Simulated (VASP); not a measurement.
# Mn (I4/mmm) in VASP: a series of runs, part 2 of 2

VASP 6.6.1. The steps go on from the part before.

**3. Single point, PBE, collinear spin, antiferromagnetic start (10.98 Å³/atom)**

This run uses another cell than the first one, of 10.98 Å³/atom.

The input, INCAR:

```
  ALGO = Normal
  EDIFF = 1E-7
  ENCUT = 520
  GGA = PE
  ISIF = 2
  ISMEAR = -1
  ISPIN = 2
  LASPH = T
  LCHARG = F
  LMAXMIX = 4
  LORBIT = 11
  LREAL = F
  LWAVE = F
  MAGMOM = 1.799 -1.799
  NBANDS = 24
  NELM = 150
  PREC = Accurate
  SIGMA = 0.05
```

The input, KPOINTS:

```
k-points
0
Gamma
  14 14 10
```

The input, POSCAR:

```
Mn
1.0
    2.5373349202      0.0000000000      0.0000000000
    0.0000000000      2.5373349202      0.0000000000
    0.0000000000      0.0000000000      3.4113266210
Mn
2
Direct
    1.0000000000      0.0000000000      0.0000000000
    0.5000000000      0.5000000000      0.5000000000
```

Potentials or basis: VASP PAW PBE potentials, release 64 (Mn_pv).

On the command line:

```console
$ cat potpaw_PBE.64/Mn_pv/POTCAR > POTCAR
$ mpirun -np 1 vasp_std > vasp.out
```

OUTCAR:

```text
EDIFF = 1E-7
   ENCUT = 520
   GGA = PE
   ISIF = 2
   ISMEAR = -1
   ISPIN = 2
   LASPH = T
   LORBIT = 11
   LREAL = F
   NELM = 150
   PREC = Accurate

 ion  position               nearest neighbor table
   1  0.000  0.000  0.000-   2 2.48   2 2.48   2 2.48   2 2.48   2 2.48   2 2.48   2 2.48   2 2.48

   2  0.500  0.500  0.500-   1 2.48   1 2.48   1 2.48   1 2.48   1 2.48   1 2.48   1 2.48   1 2.48

  LATTYP: Found a simple tetragonal cell.
 ALAT       =     2.5373349202
 C/A-ratio  =     1.3444526357

  Lattice vectors:

 A1 = (   2.5373349202,   0.0000000000,   0.0000000000)
 A2 = (   0.0000000000,   2.5373349202,   0.0000000000)
 A3 = (   0.0000000000,   0.0000000000,   3.4113266210)

Analysis of symmetry for initial positions (statically):
=====================================================================
 Subroutine PRICEL returns following result:

  LATTYP: Found a body centered tetragonal cell.
 ALAT       =     2.5373349202
 C/A-ratio  =     1.3444526357
[... 12 lines left out ...]
 Subroutine GETGRP returns: Found 16 space group operations
 (whereof 16 operations were pure point group operations)
 out of a pool of 16 trial point group operations.

The static configuration has the point symmetry D_4h.

Analysis of symmetry for dynamics (positions and initial velocities):
=====================================================================
 Subroutine PRICEL returns following result:

  LATTYP: Found a body centered tetragonal cell.
 ALAT       =     2.5373349202
 C/A-ratio  =     1.3444526357
[... 12 lines left out ...]
 Subroutine GETGRP returns: Found 16 space group operations
 (whereof 16 operations were pure point group operations)
 out of a pool of 16 trial point group operations.

The dynamic configuration has the point symmetry D_4h.

Analysis of structural, dynamic, and magnetic symmetry:
=====================================================================
 Subroutine PRICEL returns following result:

  LATTYP: Found a body centered tetragonal cell.
 ALAT       =     2.5373349202
 C/A-ratio  =     1.3444526357
[... 12 lines left out ...]
 Subroutine GETGRP returns: Found 16 space group operations
 (whereof 16 operations were pure point group operations)
 out of a pool of 16 trial point group operations.

The overall configuration has the point symmetry D_4h.

 Subroutine INISYM returns: Found 16 space group operations
 (whereof 16 operations are pure point group operations),
 and found     2 'primitive' translations

----------------------------------------------------------------------------------------

                                     Primitive cell

  volume of cell :      10.9812

  direct lattice vectors                    reciprocal lattice vectors
    -1.268667460 -1.268667460 -1.705663310    -0.000000000 -0.394114309 -0.293141089
     1.268667460  1.268667460 -1.705663311     0.394114309 -0.000000000 -0.293141089
     1.268667460 -1.268667460  1.705663310     0.394114309 -0.394114309  0.000000000

  length of vectors
     2.475544703  2.475544703  2.475544703     0.491179994  0.491179994  0.557361802

  position of ions in fractional coordinates (direct lattice)
     0.000000000  0.000000000  0.000000000

  ion indices of the primitive-cell ions
   primitive index   ion index
                 1           1

----------------------------------------------------------------------------------------
[... 66 lines left out ...]
   LSORBIT =      F    spin-orbit coupling
   LASPH  =      T    aspherical Exc in radial PAW
   ENCUT  =  520.0 eV  38.22 Ry    6.18 a.u.   4.72  4.72  6.34*2*pi/ulx,y,z
   NELM   =    150;   NELMIN=  2; NELMDL= -5     # of ELM steps
   EDIFF  = 0.1E-06   stopping-criterion for ELM
   LREAL  =      F    real-space projection
   EDIFFG = 0.1E-05   stopping-criterion for IOM
   NSW    =      0    number of steps for IOM
   IBRION =     -1    ionic relax: 0-MD 1-quasi-New 2-CG
   NFREE  =      0    steps in history (QN), initial steepest desc. (CG)
   ISIF   =      2    stress and relaxation
   ISYM   =      2    0-nonsym 1-usesym 2-fastsym
   POTIM  = 0.5000    time-step for ionic-motion
   TEBEG  =    0.0;   TEEND  =   0.0 temperature during run
   PSTRESS=    0.0 pullay stress
   NELECT =      26.0000    total number of electrons
   NUPDOWN=      -1.0000    fix difference up-down
   EMIN   =  10.00;   EMAX   =-10.00  energy-range for DOS
   EFERMI =   0.00;   METHOD = LEGACY
   ISMEAR =    -1;   SIGMA  =   0.05  broadening in eV -4-tet -1-fermi 0-gaus
   EFERMI_NEDOS =   21; number of points for ismear=-14 and -15
   IALGO  =     38    algorithm
   IMIX   =      4    mixing-type and parameters
     AMIX     =   0.40;   BMIX     =  1.00
     AMIX_MAG =   1.60;   BMIX_MAG =  1.00
  volume/ion in A,a.u.               =      10.98        74.10
  Fermi-wavevector in a.u.,A,eV,Ry     =   1.731834  3.272692 40.807270  2.999250
  Thomas-Fermi vector in A             =   2.806125
   LORBIT       =     11    0 simple, 1 ext, 2 COOP (PROOUT), +10 PAW based schemes
   GGA     = PE    functional components
   LHFCALC =     F    Hartree Fock is set to
   AEXX    =    0.0000 exact exchange contribution
   IVDW    =     0    specifies the selected vdW correction
   LEPSILON=     F    determine dielectric tensor
   LRPA    =     F    only Hartree local field effects (RPA)
 spin polarized calculation
  energy-cutoff  :      520.00
  volume of cell :       21.96
 maximum number of plane-waves:       617
 NGX is ok and might be reduce to    20
   NGX =  9   NGY =  9   NGZ = 13

 number of electron      26.0000003 magnetization      -0.0000000

 number of electron      26.0000003 magnetization       0.0000000

 Free energy of the ion-electron system (eV)
  ---------------------------------------------------
  ext. energy  EPLUGINS =         0.00000000
  ---------------------------------------------------
  free energy    TOTEN  =       -17.92690646 eV

  energy without entropy =      -17.90411409  energy(sigma->0) =      -17.91551028

 E-fermi :  10.2350     XC(G=0): -13.8628

 val. band max:       10.2312218044   @ k =   0.2143   0.1429   0.4000
 cond. band min:      10.2371109099   @ k =   0.5000   0.2857   0.3000
 fundamental gap:      0.0058891055
 Fermi energy:        10.2349996576

 spin component 1

 k-point     1 :       0.0000    0.0000    0.0000
  band No.  band energies     occupation
      1     -38.5975      1.00000
      2     -38.2647      1.00000
      3     -38.2647      1.00000
      4     -36.7128      1.00000
      5     -36.5360      1.00000
      6     -36.5360      1.00000
[... 637 lines left out ...]
     23      28.6827      0.00000
     24      29.8943      0.00000

 [... further k-points ...]

 spin component 2

 k-point     1 :       0.0000    0.0000    0.0000
  band No.  band energies     occupation
      1     -38.5975      1.00000
      2     -38.2647      1.00000
      3     -38.2647      1.00000
      4     -36.7128      1.00000
      5     -36.5360      1.00000
      6     -36.5360      1.00000
[... 637 lines left out ...]
     23      28.6827      0.00000
     24      29.8943      0.00000

 [... further k-points ...]

------------------------ aborting loop because EDIFF is reached ----------------------------------------

  FORCE on cell =-STRESS in cart. coord.  units (eV):
  Direction    XX          YY          ZZ          XY          YZ          ZX
  --------------------------------------------------------------------------------------
  -------------------------------------------------------------------------------------
  Total        1.0286291      1.0286291      0.9079892      0.0000000      0.0000000      0.0000000
  in kB       75.0395938     75.0395938     66.2387889      0.0000000      0.0000000      0.0000000
  external PRESSURE =      72.1059922 kB  Pullay stress =       0.0000000 kB

 VOLUME and BASIS-vectors are now :
 -----------------------------------------------------------------------------
  energy-cutoff  :      520.00
  volume of cell :       21.96
      direct lattice vectors                 reciprocal lattice vectors
     2.537334920  0.000000000  0.000000000     0.394114309  0.000000000  0.000000000
     0.000000000  2.537334920  0.000000000     0.000000000  0.394114309  0.000000000
     0.000000000  0.000000000  3.411326621     0.000000000  0.000000000  0.293141089

 POSITION                                       TOTAL-FORCE (eV/Angst)
 -----------------------------------------------------------------------------------
      0.00000      0.00000      0.00000         0.000000      0.000000      0.000000
      1.26867      1.26867      1.70566        -0.000000     -0.000000     -0.000000
 -----------------------------------------------------------------------------------
    total drift:                               -0.000000      0.000000      0.000000

  FREE ENERGIE OF THE ION-ELECTRON SYSTEM (eV)
  ---------------------------------------------------
  free  energy   TOTEN  =       -17.9269064638 eV

  energy  without entropy=      -17.9041140875  energy(sigma->0) =      -17.91551028

 total charge

# of ion       s       p       d       tot
------------------------------------------
    1        0.423   6.396   5.125  11.944
    2        0.423   6.396   5.125  11.944
--------------------------------------------------
tot          0.845  12.791  10.251  23.887

 magnetization (x)

# of ion       s       p       d       tot
------------------------------------------
    1        0.021   0.026   1.596   1.643
    2       -0.021  -0.026  -1.596  -1.643
--------------------------------------------------
tot          0.000   0.000   0.000   0.000
```

It took 3.3 min on 1 thread of Intel Xeon Platinum 8259CL at 2.50GHz (Skylake/Cascade Lake), shared host; peak memory 0.26 GiB.

What came out:

* Free energy: -17.9269 eV
* Pressure: 7.2 GPa
* Band gap on the k mesh: zero (filled and empty bands overlap)
* Net moment: 0.00 μB per cell
* Site moments: Mn +1.64, -1.64 μB
* Valence electrons inside the program's atomic spheres: Mn 11.94

Levels at points of the mesh, in eV from the Fermi level:
Spin up:
```
           k point  band 9  band 10  band 11  band 12  band 13  band 14  band 15  band 16  band 17  band 18
(0.00, 0.00, 0.00)   -3.87    -1.33    -1.33    -0.62    -0.09     0.91     2.27     2.27     2.36     4.29
(0.50, 0.00, 0.00)   -2.49    -2.44    -1.30    -1.14    -1.07    -0.29     0.80     1.28     2.79     3.91
(0.50, 0.50, 0.00)   -3.77    -3.77     1.32     1.40     2.17     2.28     2.28     2.56     3.01     3.01
(0.00, 0.00, 0.50)   -2.89    -1.88    -0.84    -0.62    -0.62     0.09     0.62     0.88     0.88     2.13
(0.50, 0.00, 0.50)   -1.74    -1.45    -1.36    -0.37     0.41     0.51     1.29     2.10     2.14     2.19
(0.50, 0.50, 0.50)   -2.68    -2.57    -1.60    -1.60    -0.36     1.32     1.35     2.57     9.68     9.68
```
Spin down:
```csv
k point,band 10,band 11,band 12,band 13,band 14,band 15,band 16,band 17
"(0.00, 0.00, 0.00)",-1.33,-1.33,-0.62,-0.09,0.91,2.27,2.27,2.36
"(0.50, 0.00, 0.00)",-2.44,-1.30,-1.14,-1.07,-0.29,0.80,1.28,2.79
"(0.50, 0.50, 0.00)",-3.77,1.32,1.40,2.17,2.28,2.28,2.56,3.01
"(0.00, 0.00, 0.50)",-1.88,-0.84,-0.62,-0.62,0.09,0.62,0.88,0.88
"(0.50, 0.00, 0.50)",-1.45,-1.36,-0.37,0.41,0.51,1.29,2.10,2.14
"(0.50, 0.50, 0.50)",-2.57,-1.60,-1.60,-0.36,1.32,1.35,2.57,9.68
```

Caveat: the cell stands under pressure.
